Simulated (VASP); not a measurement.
Wanted: the native input for a VASP 6.6.1 run.

```yaml
Task: single point
Functional: PBE
Potentials_or_basis: VASP PAW PBE potentials, release 64 (O, Cd, Se)
Cutoff: 520 eV
k_mesh: 6 × 6 × 4
Occupations: fermi-dirac, width 0.02 eV
Spin: no spin polarisation
Dipole_correction: no
Further_INCAR_settings: ALGO = Normal; EDIFF = 1e-07; NBANDS = 26
```

The structure of Cd2SeO lies in POSCAR:

```
Cd2SeO
1.0
    3.9449008282      0.0000000000      0.0000000000
    0.0000000000      3.9449008282      0.0000000000
    0.0000000000      0.0000000000      5.4263006482
O Cd Se
1 2 1
Direct
    0.0000000000      0.0000000000      0.0000000000
    0.0000000000      0.5000000000      0.8071404097
    0.5000000000      0.0000000000      0.1928595903
    0.5000000000      0.5000000000      0.5000000000
```

This cell differs from its parent crystal: volume changed by -6%.

The input as run:

INCAR

```
SYSTEM = Cd2SeO
  PREC = Accurate
  ENCUT = 520
  EDIFF = 1E-7
  ISMEAR = -1
  SIGMA = 0.02
  LREAL = .FALSE.
  LASPH = .TRUE.
  NELM = 60
  ALGO = Normal
  ISIF = 2
  LWAVE = .FALSE.
  LCHARG = .FALSE.
  GGA = PE
  NBANDS = 26
```

KPOINTS

```
regular mesh
0
G
  6 6 4
  0 0 0
```

Potentials or basis: VASP PAW PBE potentials, release 64 (O, Cd, Se).

The run is started by

```console
$ cat potpaw_PBE.64/O/POTCAR potpaw_PBE.64/Cd/POTCAR potpaw_PBE.64/Se/POTCAR > POTCAR
$ mpirun -np 1 vasp_std > vasp.out
```

It gave:

- Pressure: 5.2 GPa
- Largest force: 0.045 eV/Å
- Band gap on the k mesh: zero (filled and empty bands touch)

Run time: 28 s on 1 thread of Intel(R) Xeon(R) 6975P-C (Granite Rapids), with other jobs on the host, peak memory 0.22 GiB.
